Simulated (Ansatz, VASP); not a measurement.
**One calculation of SiC, two programs**

File INCAR:

```
PREC = Accurate ; ENCUT = 520
EDIFF = 1E-6 ; ISMEAR = 0
SIGMA = 0.05 ; LREAL = F
LASPH = T ; NELM = 60
ALGO = Normal ; ISIF = 2
LWAVE = F ; LCHARG = T
GGA = PS ; LELF = T
LVHAR = T ; NBANDS = 11
```

File KPOINTS:

```
regular mesh
0
Gamma
  12 12 12
```

Contents of POSCAR:

```
SiC
1.0
    0.0000000000      2.1537480540      2.1537480540
    2.1537480540      0.0000000000      2.1537480540
    2.0698954631      2.0698954631      0.0838525909
Si C
1 1
Direct
    0.0000000000      0.0000000000      0.0000000000
    0.7500000000      0.7500000000      0.7500000000
```

Input for Ansatz:

```yaml
crystal:
  lattice:
    - [0.0, 2.153748054, 2.153748054]
    - [2.153748054, 0.0, 2.153748054]
    - [2.0698954631, 2.0698954631, 0.0838525909]
  atoms:
    - { symbol: Si, position: [0.0, 0.0, 0.0] }
    - { symbol: C, position: [0.75, 0.75, 0.75] }
basis:
  ecutwfc: 520.0
kpoints:
  mp_grid: { grid: [12, 12, 12] }
hamiltonian:
  xc: pbesol
  pseudopotentials: { kind: paw, azcp: { folder: soft_1 } }
scf:
  occupations: { method: gaussian, width: 0.05 }
output:
  forces: true
  stress: true
  eigenvalues: true
```

Alike in both runs: task single point; functional PBEsol; k mesh 12 × 12 × 12; occupations gaussian, width 0.05 eV; no spin polarisation.

|  | VASP | Ansatz |
| --- | --- | --- |
| version | VASP 6.6.1 | Ansatz 0.2.0 |
| potentials or method | VASP PAW PBE potentials, release 64 (Si, C), cutoff 520 eV | scalar-relativistic, plane waves, PAW |
| valence electrons in the cell | 8 | 8 |

```tsv
	VASP	Ansatz	Ansatz less VASP
gap on the k mesh at the Fermi level (eV)	0.84	0.86	+0.017
least direct gap on the mesh (eV)	4.08	4.10	+0.021
pressure (GPa)	26.9	26.5	-0.38
traceless stress, the component that is largest in VASP (GPa)	14.82	14.73	-0.096
rms of the force components (eV/Å)	0.704	0.699	-0.0045
```

VASP's potentials were made for PBE, not for PBEsol, and Ansatz warns of the same on its side. Atom by atom the forces differ by 0.005 eV/Å (rms over components). With one functional, cell and mesh, what is left measures potentials, basis and numerics.
